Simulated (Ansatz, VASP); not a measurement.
## Re in VASP and in Ansatz

INCAR

```
  AGGAC = 1.0
  AGGAX = 1.0
  ALDAC = 0.0
  ALDAX = 1.0
  ALGO = Normal
  EDIFF = 1E-6
  ENCUT = 520
  GGA = B5
  ISIF = 2
  ISMEAR = -1
  LASPH = T
  LCHARG = F
  LREAL = F
  LWAVE = F
  NBANDS = 14
  NELM = 60
  PREC = Accurate
  SIGMA = 0.1
```

The input KPOINTS:

```
k-points
0
Gamma
  11 11 11
```

The input POSCAR:

```
Re
1.0
    0.0000000000      2.9367061632      2.9367061632
    2.9367061632      0.0000000000      2.9367061632
    2.9367061632      2.9367061632      0.0000000000
Re
2
Direct
    0.1250000000      0.1250000000      0.1250000000
    0.8750000000      0.8750000000      0.8750000000
```

Input for Ansatz:

```yaml
crystal:
  lattice:
    - [0.0, 2.9367061632, 2.9367061632]
    - [2.9367061632, 0.0, 2.9367061632]
    - [2.9367061632, 2.9367061632, 0.0]
  atoms:
    - { symbol: Re, position: [0.125, 0.125, 0.125] }
    - { symbol: Re, position: [0.875, 0.875, 0.875] }
hamiltonian:
  xc: blyp
  pseudopotentials:
    kind: paw
    azcp:
      Re: "pseudopotentials/Re.paw.azcp"
basis:
  ecutwfc: 420
  fft_grid_basis: typed
kpoints:
  mp_grid: { grid: [11, 11, 11], shift: [0, 0, 0] }
magnetization:
  spin_polarized: false
scf:
  occupations: { method: fermi_dirac, width: 0.1 }
  lower_state_search: "off"
output:
  stress: true
```

Alike in both runs: task single point; functional BLYP; k mesh 11 × 11 × 11; occupations fermi-dirac, width 0.1 eV; no spin polarisation.

|  | VASP | Ansatz |
| --- | --- | --- |
| version | VASP 6.6.1 | Ansatz 0.2.0 |
| potentials or method | VASP PAW PBE potentials, release 64 (Re), cutoff 520 eV | plane waves (420 eV) with PAW, scalar-relativistic |
| valence electrons in the cell | 14 | 30 |

VASP gave:

* pressure (GPa): -10.7

What did Ansatz give for the same quantities?

Pressure (GPa): -10.5.

VASP's potentials were made for PBE, not for BLYP. VASP's potentials hold 14 valence electrons a cell and Ansatz's 30, so a difference there can come from the potentials and not from the codes.

Spin-orbit coupling is off throughout.
